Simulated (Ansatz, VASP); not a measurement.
## Si in VASP and in Ansatz

File INCAR:

```
PREC = Accurate
ENCUT = 520
EDIFF = 1E-6
ISMEAR = -1
SIGMA = 0.1
LREAL = False
LASPH = True
NELM = 100
ALGO = Normal
ISIF = 2
LWAVE = False
LCHARG = True
GGA = PE
LELF = True
LVHAR = True
NBANDS = 13
```

Contents of KPOINTS:

```
Automatic mesh
0
Gamma
  9 9 12
```

File POSCAR:

```
Si
1.0
    3.4862560131      0.0000000000      0.0000000000
   -1.7431280065      3.0191862714      0.0000000000
    0.0000000000      0.0000000000      2.1081390640
Si
3
Direct
    0.0000000000      0.0000000000      0.0000000000
    0.3333333333      0.6666666667      0.5000000000
    0.6666666667      0.3333333333      0.5000000000
```

Input for Ansatz:

```yaml
crystal:
  lattice:
    - [3.4862560131, 0.0, 0.0]
    - [-1.7431280065, 3.0191862714, 0.0]
    - [0.0, 0.0, 2.108139064]
  atoms:
    - { symbol: Si, position: [0.0, 0.0, 0.0] }
    - { symbol: Si, position: [0.3333333333, 0.6666666667, 0.5] }
    - { symbol: Si, position: [0.6666666667, 0.3333333333, 0.5] }
kpoints:
  mp_grid: { grid: [9, 9, 12] }
scf:
  occupations: { method: fermi_dirac, width: 0.1 }
hamiltonian:
  xc: pbe
  pseudopotentials: { kind: all_electron, lapw: { basis_error: 0.001 } }
output:
  forces: true
  stress: true
  eigenvalues: true
  populations: true
```

Change from the starting cell: volume scaled by 0.5, LAPW.

Alike in both runs: task single point; functional PBE; k mesh 9 × 9 × 12; occupations fermi-dirac, width 0.1 eV; no spin polarisation.

|  | VASP | Ansatz |
| --- | --- | --- |
| version | VASP 6.6.1 | Ansatz 0.2.0 |
| potentials or method | VASP PAW PBE potentials, release 64 (Si), cutoff 520 eV | all-electron LAPW, scalar-relativistic |

Ansatz gave:

| Item | Value |
| --- | --- |
| pressure (GPa) | 271.6 |
| traceless stress, the component that is largest in VASP (GPa) | -0.42 |

Question: Estimate VASP's values.

Answer: Pressure (GPa): 270.6; traceless stress, the component that is largest in VASP (GPa): -0.15.

Both programs put the cell under a high pressure, so it lies far from rest at this level. Ansatz ran all-electron here, and VASP with PAW potentials.

Noted on VASP's run: the cell as given lies far from equilibrium.
